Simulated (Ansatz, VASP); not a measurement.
## Ta in VASP and in Ansatz

```
Ta
1.0
    -1.70082    1.70082    1.65128
     1.70082   -1.70082    1.65128
     1.70082    1.70082   -1.65128
Ta
1
Direct
  0.00000 0.00000 0.00000
```

Change from the starting cell: strain +0.0300 x Voigt [1, 1, 0, 0, 0, 0], atoms carried along.

Alike in both runs: task single point; functional PBEsol; k mesh 20 × 20 × 20; occupations gaussian, width 0.15 eV; no spin polarisation.

|  | VASP | Ansatz |
| --- | --- | --- |
| version | VASP 6.6.1 | Ansatz 0.2.0 |
| potentials or method | VASP PAW PBE potentials, release 64 (Ta_pv), cutoff 520 eV | scalar-relativistic, plane waves, PAW |
| valence electrons in the cell | 11 | 13 |

```tsv
	VASP	Ansatz	Ansatz less VASP
gap on the k mesh at the Fermi level (eV)	none	none	-
pressure (GPa)	-13.9	-13.9	-0.06
traceless stress, the component that is largest in VASP (GPa)	1.83	1.83	+0.004
```

VASP's potentials were made for PBE, not for PBEsol. A gap of «none» marks a metal or a gap that the smearing closes. VASP's potentials hold 11 valence electrons a cell and Ansatz's 13, so a difference there can come from the potentials and not from the codes.

Neither program's run includes spin-orbit coupling.
